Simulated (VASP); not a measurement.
# MoS2 (P-3m1) in VASP: single point with r2SCAN

Aim: the single point of MoS2 with r2SCAN.

Program: VASP 6.6.1. These are calculated values, not measurements. Logs are shortened: lines on timing, memory, paths and dates and some standing lists are left out, and cuts for length are marked.

## (1) The cell of the first run

The structure is trigonal, space group P-3m1 (No. 164). The conventional cell has a = 3.270 Å, b = 3.270 Å, c = 6.105 Å, α = 90.00°, β = 90.00°, γ = 120.00°. Mo (site symmetry -3m) has 6 S at 2.41 Å and 6 Mo at 3.27 Å within 3.3 Å. S (site symmetry 3m) has 3 Mo at 2.41 Å and 6 S at 3.27 Å within 3.3 Å.

## (2) Single point, r2SCAN

POSCAR

```
MoS2
1.0
    3.2704375705      0.0000000000      0.0000000000
   -1.6352187853      2.8322820176      0.0000000000
    0.0000000000      0.0000000000      6.1053271310
Mo S
1 2
Direct
    0.0000000000      0.0000000000      0.5000000000
    0.3333333333      0.6666666667      0.2533961981
    0.6666666667      0.3333333333      0.7466038019
```

INCAR.step1

```
  PREC = Accurate
  ENCUT = 520
  ISMEAR = 0
  SIGMA = 0.15
  LREAL = False
  LASPH = True
  NELM = 80
  NBANDS = 20
  GGA = PE
  ALGO = Normal
  EDIFF = 1E-4
  LWAVE = True
  LCHARG = False
```

INCAR.step2

```
  PREC = Accurate
  ENCUT = 520
  EDIFF = 1E-6
  ISMEAR = 0
  SIGMA = 0.15
  LREAL = False
  LASPH = True
  NELM = 80
  ALGO = Normal
  ISIF = 2
  LWAVE = False
  LCHARG = False
  METAGGA = R2SCAN
  LMIXTAU = True
  NBANDS = 20
  ISTART = 1
```

KPOINTS

```
regular mesh
0
Gamma
  18 18 8
```

Potentials or basis: VASP PAW PBE potentials, release 64 (Mo_sv, S).

Launch:

```console
$ cat potpaw_PBE.64/Mo_sv/POTCAR potpaw_PBE.64/S/POTCAR > POTCAR
$ cp INCAR.step1 INCAR
$ mpirun -np 1 vasp_std > vasp.out
$ cp INCAR.step2 INCAR
$ mpirun -np 1 vasp_std > vasp.out
```

OUTCAR:

```text
PREC = Accurate
   ENCUT = 520
   EDIFF = 1E-6
   ISMEAR = 0
   LREAL = False
   LASPH = True
   NELM = 80
   ISIF = 2
   METAGGA = R2SCAN
   ISTART = 1

 ion  position               nearest neighbor table
   1  0.000  0.000  0.500-   2 2.41   3 2.41   3 2.41   2 2.41   3 2.41   2 2.41
   2  0.333  0.667  0.253-   1 2.41   1 2.41   1 2.41
   3  0.667  0.333  0.747-   1 2.41   1 2.41   1 2.41

  LATTYP: Found a hexagonal cell.
 ALAT       =     3.2704375705
 C/A-ratio  =     1.8668227108

  Lattice vectors:

 A1 = (   3.2704375705,   0.0000000000,   0.0000000000)
 A2 = (  -1.6352187853,   2.8322820176,   0.0000000000)
 A3 = (   0.0000000000,   0.0000000000,   6.1053271310)

Analysis of symmetry for initial positions (statically):
=====================================================================
 Subroutine PRICEL returns:
 Original cell was already a primitive cell.

 Routine SETGRP: Setting up the symmetry group for a
 hexagonal supercell.

 Subroutine GETGRP returns: Found 12 space group operations
 (whereof 12 operations were pure point group operations)
 out of a pool of 24 trial point group operations.

The static configuration has the point symmetry D_3d.

Analysis of symmetry for dynamics (positions and initial velocities):
=====================================================================
 Subroutine PRICEL returns:
 Original cell was already a primitive cell.

 Routine SETGRP: Setting up the symmetry group for a
 hexagonal supercell.

 Subroutine GETGRP returns: Found 12 space group operations
 (whereof 12 operations were pure point group operations)
 out of a pool of 24 trial point group operations.

The dynamic configuration has the point symmetry D_3d.

 Subroutine INISYM returns: Found 12 space group operations
 (whereof 12 operations are pure point group operations),
 and found     1 'primitive' translations

----------------------------------------------------------------------------------------

                                     Primitive cell

  volume of cell :      56.5524

  direct lattice vectors                    reciprocal lattice vectors
     3.270437570  0.000000000  0.000000000     0.305769481  0.176536092  0.000000000
    -1.635218785  2.832282018  0.000000000     0.000000000  0.353072185  0.000000000
     0.000000000  0.000000000  6.105327131     0.000000000  0.000000000  0.163791387

  length of vectors
     3.270437570  3.270437571  6.105327131     0.353072185  0.353072185  0.163791387

  position of ions in fractional coordinates (direct lattice)
     0.000000000  0.000000000  0.500000000
     0.333333333  0.666666667  0.253396198
     0.666666667  0.333333333  0.746603802

  ion indices of the primitive-cell ions
   primitive index   ion index
                 1           1
                 2           2
                 3           3

----------------------------------------------------------------------------------------

 KPOINTS: regular mesh

Automatic generation of k-mesh.
 Grid dimensions read from file:
 generate k-points for:   18   18    8

 Generating k-lattice:

  Cartesian coordinates                     Fractional coordinates (reciprocal lattice)
     0.016987193  0.009807561  0.000000000     0.055555556  0.000000000  0.000000000
     0.000000000  0.019615121  0.000000000     0.000000000  0.055555556  0.000000000
     0.000000000  0.000000000  0.020473923     0.000000000  0.000000000  0.125000000

  Length of vectors
     0.019615121  0.019615121  0.020473923

  Shift w.r.t. Gamma in fractional coordinates (k-lattice)
     0.000000000  0.000000000  0.000000000

 Subroutine IBZKPT returns following result:
 ===========================================

 Found    266 irreducible k-points:

 Following reciprocal coordinates:
            Coordinates               Weight
  0.000000  0.000000  0.000000      1.000000
  0.055556  0.000000  0.000000      6.000000
  0.111111  0.000000  0.000000      6.000000
  0.166667 -0.000000  0.000000      6.000000
  0.222222  0.000000  0.000000      6.000000
  0.277778 -0.000000  0.000000      6.000000
[... 16 lines left out ...]
  0.333333  0.111111  0.000000     12.000000
  0.388889  0.111111  0.000000     12.000000
 [... further k-points ...]
   k-points           NKPTS =    266   k-points in BZ     NKDIM =    266   number of bands    NBANDS=     20
   number of dos      NEDOS =    301   number of ions     NIONS =      3
   total plane-waves  NPLWV =  27648
   dimension x,y,z NGX =    24 NGY =   24 NGZ =   48
   dimension x,y,z NGXF=    48 NGYF=   48 NGZF=   96
   ions per type =               1   2
   NGX,Y,Z   is equivalent  to a cutoff of  12.20, 12.20, 13.07 a.u.
   NGXF,Y,Z  is equivalent  to a cutoff of  24.40, 24.40, 26.14 a.u.
 SYSTEM =  unknown system
   PREC   = accura    normal or accurate (medium, high low for compatibility)
   ISTART =      1    job   : 0-new  1-cont  2-samecut
   ICHARG =      0    charge: 1-file 2-atom 10-const
   ISPIN  =      1    spin polarized calculation?
   LNONCOLLINEAR =      F non collinear calculations
   LSORBIT =      F    spin-orbit coupling
   LASPH  =      T    aspherical Exc in radial PAW
   ENCUT  =  520.0 eV  38.22 Ry    6.18 a.u.   6.08  6.08 11.35*2*pi/ulx,y,z
   NELM   =     80;   NELMIN=  2; NELMDL=  0     # of ELM steps
   EDIFF  = 0.1E-05   stopping-criterion for ELM
   LREAL  =      F    real-space projection
   EDIFFG = 0.1E-04   stopping-criterion for IOM
   NSW    =      0    number of steps for IOM
   IBRION =     -1    ionic relax: 0-MD 1-quasi-New 2-CG
   NFREE  =      0    steps in history (QN), initial steepest desc. (CG)
   ISIF   =      2    stress and relaxation
   ISYM   =      2    0-nonsym 1-usesym 2-fastsym
   POTIM  = 0.5000    time-step for ionic-motion
   TEBEG  =    0.0;   TEEND  =   0.0 temperature during run
   PSTRESS=    0.0 pullay stress
   NELECT =      26.0000    total number of electrons
   NUPDOWN=      -1.0000    fix difference up-down
   EMIN   =  10.00;   EMAX   =-10.00  energy-range for DOS
   EFERMI =   0.00;   METHOD = LEGACY
   ISMEAR =     0;   SIGMA  =   0.15  broadening in eV -4-tet -1-fermi 0-gaus
   EFERMI_NEDOS =   21; number of points for ismear=-14 and -15
   IALGO  =     38    algorithm
   IMIX   =      4    mixing-type and parameters
     AMIX     =   0.40;   BMIX     =  1.00
     AMIX_MAG =   1.60;   BMIX_MAG =  1.00
  volume/ion in A,a.u.               =      18.85       127.21
  Fermi-wavevector in a.u.,A,eV,Ry     =   1.263520  2.387707 21.721473  1.596483
  Thomas-Fermi vector in A             =   2.396873
   LORBIT       =      0    0 simple, 1 ext, 2 COOP (PROOUT), +10 PAW based schemes
   METAGGA = R2SCAN    functional components
   LHFCALC =     F    Hartree Fock is set to
   AEXX    =    0.0000 exact exchange contribution
   IVDW    =     0    specifies the selected vdW correction
   LEPSILON=     F    determine dielectric tensor
   LRPA    =     F    only Hartree local field effects (RPA)
 non-spin polarized calculation
 Gauss-broadening in eV      SIGMA  =   0.15
  energy-cutoff  :      520.00
  volume of cell :       56.55
 maximum number of plane-waves:      1548
   NGX = 13   NGY = 13   NGZ = 23

 number of electron      26.0000002 magnetization

 Free energy of the ion-electron system (eV)
  ---------------------------------------------------
  ext. energy  EPLUGINS =         0.00000000
  ---------------------------------------------------
  free energy    TOTEN  =       -44.14686077 eV

  energy without entropy =      -44.13429899  energy(sigma->0) =      -44.14057988

 E-fermi :   6.9340     XC(G=0): -11.1601

 val. band max:        6.9327842057   @ k =   0.3333   0.2222   0.0000
 cond. band min:       6.9546294171   @ k =   0.3889   0.2222   0.0000
 fundamental gap:      0.0218452114
 Fermi energy:         6.9339677316

 k-point     1 :       0.0000    0.0000    0.0000
  band No.  band energies     occupation
      1     -56.9075      2.00000
      2     -30.2054      2.00000
      3     -30.2054      2.00000
      4     -30.1896      2.00000
      5      -8.6194      2.00000
      6      -6.9744      2.00000
[... 12 lines left out ...]
     19      13.8787      0.00000
     20      16.8138      0.00000

 k-point     2 :       0.0556    0.0000    0.0000
  band No.  band energies     occupation
      1     -56.9066      2.00000
      2     -30.2149      2.00000
      3     -30.2076      2.00000
      4     -30.1877      2.00000
      5      -8.5722      2.00000
      6      -6.9692      2.00000
[... 12 lines left out ...]
     19      14.0507      0.00000
     20      16.6856      0.00000

 k-point     3 :       0.1111    0.0000    0.0000
  band No.  band energies     occupation
      1     -56.9041      2.00000
      2     -30.2421      2.00000
      3     -30.2138      2.00000
      4     -30.1821      2.00000
      5      -8.4337      2.00000
      6      -6.9541      2.00000
[... 12 lines left out ...]
     19      14.4903      0.00000
     20      16.4628      0.00000

 k-point     4 :       0.1667   -0.0000    0.0000
  band No.  band energies     occupation
      1     -56.9002      2.00000
      2     -30.2835      2.00000
      3     -30.2233      2.00000
      4     -30.1736      2.00000
      5      -8.2136      2.00000
      6      -6.9302      2.00000
[... 12 lines left out ...]
     19      15.0011      0.00000
     20      16.4045      0.00000

 k-point     5 :       0.2222    0.0000    0.0000
  band No.  band energies     occupation
      1     -56.8954      2.00000
      2     -30.3339      2.00000
      3     -30.2350      2.00000
      4     -30.1632      2.00000
      5      -7.9298      2.00000
      6      -6.8972      2.00000
[... 12 lines left out ...]
     19      15.3419      0.00000
     20      16.1392      0.00000

 k-point     6 :       0.2778   -0.0000    0.0000
  band No.  band energies     occupation
      1     -56.8904      2.00000
      2     -30.3872      2.00000
      3     -30.2474      2.00000
      4     -30.1520      2.00000
      5      -7.6130      2.00000
      6      -6.8497      2.00000
[... 12 lines left out ...]
     19      15.0122      0.00000
     20      15.5693      0.00000

 k-point     7 :       0.3333    0.0000    0.0000
  band No.  band energies     occupation
      1     -56.8856      2.00000
      2     -30.4368      2.00000
      3     -30.2590      2.00000
      4     -30.1415      2.00000
      5      -7.3203      2.00000
      6      -6.7655      2.00000
[... 12 lines left out ...]
     19      14.4307      0.00000
     20      15.4230      0.00000
[... 277 lines left out ...]
 k-point    20 :       0.1667    0.1111    0.0000
  band No.  band energies     occupation
      1     -56.8936      2.00000
      2     -30.3466      2.00000
      3     -30.2466      2.00000
      4     -30.1590      2.00000
      5      -7.8114      2.00000
      6      -6.8861      2.00000
[... 12 lines left out ...]
     19      15.7799      0.00000
     20      16.1322      0.00000

 k-point    21 :       0.2222    0.1111    0.0000
  band No.  band energies     occupation
      1     -56.8888      2.00000
      2     -30.3926      2.00000
      3     -30.2623      2.00000
      4     -30.1486      2.00000
      5      -7.5024      2.00000
      6      -6.8436      2.00000
[... 12 lines left out ...]
     19      15.4937      0.00000
     20      15.5005      0.00000

 k-point    22 :       0.2778    0.1111    0.0000
  band No.  band energies     occupation
      1     -56.8843      2.00000
      2     -30.4353      2.00000
      3     -30.2770      2.00000
      4     -30.1387      2.00000
      5      -7.2139      2.00000
      6      -6.7698      2.00000
[... 12 lines left out ...]
     19      14.9477      0.00000
     20      15.4759      0.00000

 k-point    23 :       0.3333    0.1111    0.0000
  band No.  band energies     occupation
      1     -56.8807      2.00000
      2     -30.4699      2.00000
      3     -30.2891      2.00000
      4     -30.1307      2.00000
      5      -7.0331      2.00000
      6      -6.6238      2.00000
[... 12 lines left out ...]
     19      14.4209      0.00000
     20      15.5035      0.00000

 k-point    24 :       0.3889    0.1111    0.0000
  band No.  band energies     occupation
      1     -56.8783      2.00000
      2     -30.4924      2.00000
      3     -30.2969      2.00000
      4     -30.1255      2.00000
      5      -6.9656      2.00000
      6      -6.4573      2.00000
[... 12 lines left out ...]
     19      14.2139      0.00000
     20      15.6135      0.00000

 [... further k-points ...]

------------------------ aborting loop because EDIFF is reached ----------------------------------------

  FORCE on cell =-STRESS in cart. coord.  units (eV):
  Direction    XX          YY          ZZ          XY          YZ          ZX
  --------------------------------------------------------------------------------------
  -------------------------------------------------------------------------------------
  Total       -0.2360421     -0.2360421      0.8863350      0.0000000      0.0000000     -0.0000000
  in kB       -6.6872673     -6.6872673     25.1106059      0.0000000      0.0000000     -0.0000000
  external PRESSURE =       3.9120238 kB  Pullay stress =       0.0000000 kB

 VOLUME and BASIS-vectors are now :
 -----------------------------------------------------------------------------
  energy-cutoff  :      520.00
  volume of cell :       56.55
      direct lattice vectors                 reciprocal lattice vectors
     3.270437570  0.000000000  0.000000000     0.305769481  0.176536092  0.000000000
    -1.635218785  2.832282018  0.000000000     0.000000000  0.353072185  0.000000000
     0.000000000  0.000000000  6.105327131     0.000000000  0.000000000  0.163791387

 POSITION                                       TOTAL-FORCE (eV/Angst)
 -----------------------------------------------------------------------------------
      0.00000      0.00000      3.05266         0.000000      0.000000      0.000000
     -0.00000      1.88819      1.54707        -0.000000      0.000000     -0.302243
      1.63522      0.94409      4.55826         0.000000      0.000000      0.302243
 -----------------------------------------------------------------------------------
    total drift:                               -0.000000     -0.000000     -0.000000

  FREE ENERGIE OF THE ION-ELECTRON SYSTEM (eV)
  ---------------------------------------------------
  free  energy   TOTEN  =       -44.1468607729 eV

  energy  without entropy=      -44.1342989907  energy(sigma->0) =      -44.14057988
```

It took 11 min on 1 thread of AMD EPYC 7R13 (Zen 3), shared host; peak memory 0.35 GiB.

What came out:

```
Free energy            : -44.1469 eV
Pressure               : 0.4 GPa
Largest force          : 0.302 eV/Å
Band gap on the k mesh : zero (bands 13 and 14 overlap by 1.16 eV)
```

Forces in eV/Å, atoms in the order of the input:
```
Mo   0.000  0.000  0.000
S    0.000  0.000 -0.302
S    0.000  0.000  0.302
```

Levels at points of the mesh, in eV from the Fermi level:
```csv
k point,band 10,band 11,band 12,band 13,band 14,band 15,band 16,band 17
"(0.00, 0.00, 0.00)",-1.75,-1.08,-1.08,-0.85,-0.59,-0.59,3.35,3.35
"(0.50, 0.00, 0.00)",-4.49,-3.49,-2.11,-1.61,0.79,1.68,3.86,4.00
"(0.00, 0.00, 0.50)",-3.75,-1.09,-1.09,-0.69,-0.69,0.19,3.57,3.57
"(0.50, 0.00, 0.50)",-4.56,-2.51,-2.03,-1.91,0.79,1.66,3.43,5.00
```

Caveat: the PAW data sets were made with another functional, which shifts forces and pressure a little.

The gap in the log of VASP goes by the Fermi energy; the results here count the filled bands.